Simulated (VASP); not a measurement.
Input of a VASP 6.6.1 run:

INCAR

```
PREC = Accurate
ENCUT = 520
EDIFF = 1E-6
ISMEAR = 0
SIGMA = 0.1
LREAL = False
LASPH = True
NELM = 60
ALGO = Fast
ISIF = 2
LWAVE = False
LCHARG = False
GGA = PE
NBANDS = 38
```

Contents of KPOINTS:

```
Automatic mesh
0
Gamma
  14 10 6
```

POSCAR

```
AlCu5
1.0
    2.5585914966      0.0000000000      0.0000000000
    0.0000000000      3.3925988555      0.0000000000
    0.0000000000      0.0000000000      7.5420599845
Al Cu
1 5
Direct
    0.5000000000      0.5000000000      0.0000000000
    0.0000000000      0.0000000000      0.8303445980
    0.0000000000      0.0000000000      0.1696554020
    0.5000000000      0.5000000000      0.3357574549
    0.0000000000      0.0000000000      0.5000000000
    0.5000000000      0.5000000000      0.6642425451
```

Potentials or basis: VASP PAW PBE potentials, release 64 (Al, Cu).

Command:

```console
$ cat potpaw_PBE.64/Al/POTCAR potpaw_PBE.64/Cu/POTCAR > POTCAR
$ mpirun -np 1 vasp_std > vasp.out
```

Task: Predict the band gap on the k mesh.

Result: Zero (band 29 reaches 11.68 eV, above the bottom of band 30 at 7.70 eV).

Task: What does it give for the pressure?

Result: 23.6 GPa.

Stress tensor (GPa, compression positive):
```
23.58  0.00  0.00
 0.00 23.62  0.00
 0.00  0.00 23.70
```
